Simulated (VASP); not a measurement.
# V (Im-3m) in VASP: notebook, part 2 of 2

VASP 6.6.1. The steps go on from the part before.

### Step 4. Single point, BLYP, collinear spin, ferromagnetic start

This run uses another cell than the first one, of 13.84 Å³/atom, 0.996 times its volume.

INCAR

```
SYSTEM = V
AGGAC = 1.0 ; AGGAX = 1.0
ALDAC = 0.0 ; ALDAX = 1.0
ALGO = Normal ; EDIFF = 1E-6
ENCUT = 520 ; GGA = B5
ISIF = 2 ; ISMEAR = -1
ISPIN = 2 ; LASPH = .True.
LCHARG = .True. ; LELF = .True.
LMAXMIX = 4 ; LORBIT = 11
LREAL = .False. ; LVHAR = .True.
LWAVE = .False. ; MAGMOM = 2
NBANDS = 16 ; NELM = 150
PREC = Accurate ; SIGMA = 0.05
```

KPOINTS

```
k-points
0
Gamma
  12 12 12
  0 0 0
```

POSCAR

```
V
1.0
   -1.5123419043      1.5123419043      1.5123419043
    1.5123419043     -1.5123419043      1.5123419043
    1.5123419043      1.5123419043     -1.5123419043
V
1
Direct
    0.0000000000      0.0000000000      0.0000000000
```

On the command line:

```sh
$ cat potpaw_PBE.64/V_sv/POTCAR > POTCAR
$ mpirun -np 1 vasp_std > vasp.out
```

Wall time 34 s (1 thread of Intel Xeon Platinum 8259CL at 2.50GHz (Skylake/Cascade Lake), shared host); peak memory 0.14 GiB.

Results (log left out):

```yaml
Free_energy: -7.8447 eV
Pressure: 0.2 GPa
Net_moment: 0.00 μB per cell
Valence_electrons_inside_the_program's_atomic_spheres: V 11.67
```

Levels at points of the mesh, in eV from the Fermi level:
Spin up:
```tsv
k point	band 2	band 3	band 4	band 5	band 6	band 7	band 8	band 9	band 10	band 11
(0.00, 0.00, 0.00)	-36.99	-36.99	-36.99	-6.35	0.34	0.34	0.34	2.31	2.31	20.46
(0.50, 0.00, 0.00)	-37.82	-37.25	-36.99	-3.04	-1.12	1.77	2.29	2.64	3.90	9.87
(0.50, 0.50, 0.50)	-37.56	-37.56	-37.56	-2.84	-2.84	3.53	3.53	3.53	10.10	10.10
```
Spin down:
```csv
k point,band 2,band 3,band 4,band 5,band 6,band 7,band 8,band 9,band 10,band 11
"(0.00, 0.00, 0.00)",-36.99,-36.99,-36.99,-6.35,0.34,0.34,0.34,2.31,2.31,20.46
"(0.50, 0.00, 0.00)",-37.82,-37.25,-36.99,-3.04,-1.12,1.77,2.29,2.64,3.90,9.88
"(0.50, 0.50, 0.50)",-37.56,-37.56,-37.56,-2.84,-2.84,3.53,3.53,3.53,10.10,10.10
```

Caveat: the PAW data sets were made with another functional, which shifts forces and pressure a little.

### Step 5. Relaxation of cell and atoms, PBEsol, collinear spin, ferromagnetic start

INCAR

```
SYSTEM = V
PREC     = Accurate       ! precision mode
ENCUT    = 600            ! plane-wave cutoff, eV
EDIFF    = 1E-7           ! SCF threshold, eV
ISMEAR   = -1             ! smearing method
SIGMA    = 0.05           ! smearing width, eV
LREAL    = .False.        ! projectors in reciprocal space
LASPH    = .True.         ! aspherical terms in the spheres
NELM     = 150            ! most SCF steps
ALGO     = Normal         ! electronic algorithm
ISIF     = 3              ! what is computed and relaxed
LWAVE    = .False.        ! write WAVECAR
LCHARG   = .False.        ! write CHGCAR
ISPIN    = 2              ! spin polarisation
MAGMOM   = 2              ! initial moments
LORBIT   = 11             ! projections on sites
LMAXMIX  = 4              ! l up to which the mixer works
GGA      = PS             ! functional
IBRION   = 2              ! ionic algorithm
NSW      = 80             ! ionic steps
EDIFFG   = -0.01          ! ionic threshold
```

KPOINTS

```
Automatic mesh
0
Gamma
  12 12 12
  0 0 0
```

POSCAR

```
V
1.0
   -1.5143500000      1.5143500000      1.5143500000
    1.5143500000     -1.5143500000      1.5143500000
    1.5143500000      1.5143500000     -1.5143500000
V
1
Direct
    0.0000000000      0.0000000000      0.0000000000
```

On the command line:

```sh
$ cat potpaw_PBE.64/V_sv/POTCAR > POTCAR
$ mpirun -np 1 vasp_std > vasp.out
```

Wall time 54 s (1 thread of Intel Xeon Platinum 8259CL at 2.50GHz (Skylake/Cascade Lake), shared host); peak memory 0.17 GiB.

Results (log left out):

| Quantity | Value |
| --- | --- |
| Free energy | -9.6376 eV |
| Relaxed volume | 12.94 Å³/atom |
| Relaxed cell | a = 2.562 Å, b = 2.562 Å, c = 2.562 Å, α = 109.47°, β = 109.47°, γ = 109.47° |
| Space group after relaxing (to 0.05 Å) | Im-3m (No. 229) |
| Energy gained by relaxing | 37.1 meV/atom |
| Ionic steps | 4 |
| Pressure after relaxing | 0.0 GPa |
| Net moment | 0.00 μB per cell |
| Valence electrons inside the program's atomic spheres | V 11.73 |

Step by step:
| step | energy change (eV) | largest force (eV/Å) | pressure (GPa) | volume (Å³) |
| --- | --- | --- | --- | --- |
| 1 | 0.0000 | 0.0000 | -11.93 | 13.89 |
| 2 | 0.0187 | 0.0000 | 18.52 | 11.91 |
| 3 | -0.0371 | 0.0000 | -0.22 | 12.96 |
| 4 | -0.0371 | 0.0000 | 0.05 | 12.94 |

Final structure:
```
V
1.0
    -1.47909    1.47909    1.47909
     1.47909   -1.47909    1.47909
     1.47909    1.47909   -1.47909
V
1
Direct
  0.00000 0.00000 0.00000
```

Levels at points of the mesh, in eV from the Fermi level:
Spin up:
```tsv
k point	band 2	band 3	band 4	band 5	band 6	band 7	band 8	band 9	band 10	band 11
(0.00, 0.00, 0.00)	-36.75	-36.75	-36.75	-6.68	0.43	0.43	0.43	2.54	2.54	20.80
(0.50, 0.00, 0.00)	-37.78	-37.07	-36.76	-3.32	-1.20	1.80	2.56	2.93	4.38	10.69
(0.50, 0.50, 0.50)	-37.45	-37.45	-37.45	-3.19	-3.19	3.96	3.96	3.96	10.56	10.56
```
Spin down:
```csv
k point,band 4,band 5,band 6,band 7,band 8,band 9
"(0.00, 0.00, 0.00)",-36.75,-6.68,0.43,0.43,0.43,2.54
"(0.50, 0.00, 0.00)",-36.76,-3.32,-1.20,1.80,2.56,2.93
"(0.50, 0.50, 0.50)",-37.45,-3.19,-3.19,3.96,3.96,3.96
```

Caveat: the PAW data sets were made with another functional, which shifts forces and pressure a little.

### Step 6. Relaxation of cell and atoms, BLYP, collinear spin, ferromagnetic start

INCAR

```
PREC     = Accurate       # precision mode
ENCUT    = 600            # plane-wave cutoff, eV
EDIFF    = 1E-7           # SCF threshold, eV
ISMEAR   = -1             # smearing method
SIGMA    = 0.05           # smearing width, eV
LREAL    = F              # projectors in reciprocal space
LASPH    = T              # aspherical terms in the spheres
NELM     = 150            # most SCF steps
ALGO     = Normal         # electronic algorithm
ISIF     = 3              # what is computed and relaxed
LWAVE    = F              # write WAVECAR
LCHARG   = F              # write CHGCAR
ISPIN    = 2              # spin polarisation
MAGMOM   = 2              # initial moments
LORBIT   = 11             # projections on sites
LMAXMIX  = 4              # l up to which the mixer works
GGA      = B5             # functional
ALDAX    = 1.0          
AGGAX    = 1.0          
AGGAC    = 1.0          
ALDAC    = 0.0          
IBRION   = 2              # ionic algorithm
NSW      = 80             # ionic steps
EDIFFG   = -0.02          # ionic threshold
```

KPOINTS

```
regular mesh
0
Gamma
  12 12 12
```

POSCAR is that of step 5.

Potentials or basis: VASP PAW PBE potentials, release 64 (V_sv).

On the command line:

```sh
$ cat potpaw_PBE.64/V_sv/POTCAR > POTCAR
$ mpirun -np 1 vasp_std > vasp.out
```

Wall time 58 s (1 thread of Intel Xeon Platinum 8259CL at 2.50GHz (Skylake/Cascade Lake), shared host); peak memory 0.17 GiB.

The run converged. Its results:

```
Free energy                                           : -7.8451 eV
Relaxed volume                                        : 13.85 Å³/atom
Relaxed cell                                          : a = 2.621 Å, b = 2.621 Å, c = 2.621 Å, α = 109.47°, β = 109.47°, γ = 109.47°
Space group after relaxing (to 0.05 Å)                : Im-3m (No. 229)
Energy gained by relaxing                             : 0.1 meV/atom
Ionic steps                                           : 3
Pressure after relaxing                               : 0.0 GPa
Net moment                                            : 0.00 μB per cell
Valence electrons inside the program's atomic spheres : V 11.67
```

Final structure:
```cif
data_structure
_symmetry_space_group_name_H-M 'P 1'
_symmetry_Int_Tables_number 1
_cell_length_a 2.6205
_cell_length_b 2.6205
_cell_length_c 2.6205
_cell_angle_alpha 109.471
_cell_angle_beta 109.471
_cell_angle_gamma 109.471
_cell_volume 13.85
loop_
_atom_site_label
_atom_site_type_symbol
_atom_site_fract_x
_atom_site_fract_y
_atom_site_fract_z
_atom_site_occupancy
V1 V 0.00000 0.00000 0.00000 1
```

Levels at points of the mesh, in eV from the Fermi level:
Spin up:
```csv
k point,band 2,band 3,band 4,band 5,band 6,band 7,band 8,band 9,band 10,band 11
"(0.00, 0.00, 0.00)",-36.99,-36.99,-36.99,-6.35,0.34,0.34,0.34,2.31,2.31,20.45
"(0.50, 0.00, 0.00)",-37.82,-37.25,-37.00,-3.03,-1.11,1.76,2.29,2.64,3.90,9.86
"(0.50, 0.50, 0.50)",-37.56,-37.56,-37.56,-2.83,-2.83,3.52,3.52,3.52,10.09,10.09
```
Spin down:
```
           k point  band 3  band 4  band 5  band 6  band 7  band 8  band 9  band 10
(0.00, 0.00, 0.00)  -36.99  -36.99   -6.35    0.34    0.34    0.34    2.31     2.31
(0.50, 0.00, 0.00)  -37.25  -37.00   -3.03   -1.11    1.76    2.29    2.64     3.90
(0.50, 0.50, 0.50)  -37.56  -37.56   -2.83   -2.83    3.52    3.52    3.52    10.09
```

Caveat: the PAW data sets were made with another functional, which shifts forces and pressure a little.

### Step 7. Overview

| task | level | cell | cutoff (eV) | smearing | gap on the mesh (eV) | pressure (GPa) | moment (μB) | relaxed volume (Å³/atom) |
| --- | --- | --- | --- | --- | --- | --- | --- | --- |
| single point | PBE | a = 2.623 Å, angles 109.5°, 1 atom | 520 | gaussian 0.025 eV | none | -5.1 | 0.13 | - |
| single point | PBE | a = 2.623 Å, angles 109.5°, 1 atom | 520 | gaussian 0.019 eV | none | -5.2 | 0.12 | - |
| single point | BLYP | a = 2.619 Å, angles 109.5°, 1 atom | 520 | fermi-dirac 0.05 eV | none | 0.2 | 0.00 | - |
| relaxation of cell and atoms | PBEsol | relaxed from a = 2.623 Å, angles 109.5°, 1 atom | 600 | fermi-dirac 0.05 eV | none | 0.0 | 0.00 | 12.94 |
| relaxation of cell and atoms | BLYP | relaxed from a = 2.623 Å, angles 109.5°, 1 atom | 600 | fermi-dirac 0.05 eV | none | 0.0 | 0.00 | 13.85 |

Alike in all rows: potentials or basis VASP PAW PBE potentials, release 64 (V_sv); spin collinear, ferromagnetic start; k mesh 12 × 12 × 12.

Every run on the cell as given and a fine mesh finds a metal. The pressure there spans -5.2 GPa (PBE) to 0.2 GPa (BLYP); a positive pressure means that this level wants a larger cell, a negative one a smaller.

Caveats: the PAW data sets were made with another functional, which shifts forces and pressure a little (some runs).

Total energies depend on the potentials used, so only differences within one code and one set of settings carry meaning.
